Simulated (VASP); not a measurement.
Wanted: the native input for a VASP 6.6.1 run.

```yaml
Task: single point
Functional: BLYP
Potentials_or_basis: VASP PAW PBE potentials, release 64 (Ti_sv)
Cutoff: 520 eV
k_mesh: 20 × 20 × 11
Occupations: fermi-dirac, width 0.1 eV
Spin: no spin polarisation
Dipole_correction: no
Further_INCAR_settings: ALGO = Normal; EDIFF = 1e-06; NBANDS = 19
```

The structure of Ti lies in POSCAR:

```
Ti
1.0
    3.0388951858      0.0000000000      0.0000000000
   -1.5194475929      2.6317604303      0.0000000000
    0.0000000000      0.0000000000      4.8120099089
Ti
2
Direct
    0.3333333333      0.6666666667      0.2500000000
    0.6666666667      0.3333333333      0.7500000000
```

These files were run (other wordings do the same):

INCAR

```
PREC = Accurate
ENCUT = 520
EDIFF = 1E-6
ISMEAR = -1
SIGMA = 0.1
LREAL = F
LASPH = T
NELM = 100
ALGO = Normal
ISIF = 2
LWAVE = F
LCHARG = F
GGA = B5
ALDAX = 1.0
AGGAX = 1.0
AGGAC = 1.0
ALDAC = 0.0
NBANDS = 19
```

KPOINTS

```
regular mesh
0
Gamma
  20 20 11
```

Potentials or basis: VASP PAW PBE potentials, release 64 (Ti_sv).

The run is started by

```bash
$ cat potpaw_PBE.64/Ti_sv/POTCAR > POTCAR
$ mpirun -np 1 vasp_std > vasp.out
```

Results of the run:

```json
{
  "Pressure": "-6.9 GPa",
  "Band gap on the k mesh": "zero (bands 12 and 13 overlap by 0.94 eV)"
}
```

Caveat: the cell stands under tension; the PAW data sets were made with another functional, which shifts forces and pressure a little.

It took 3.8 min on 1 thread of Intel Xeon 8259CL, on a shared host, peak memory 0.28 GiB.
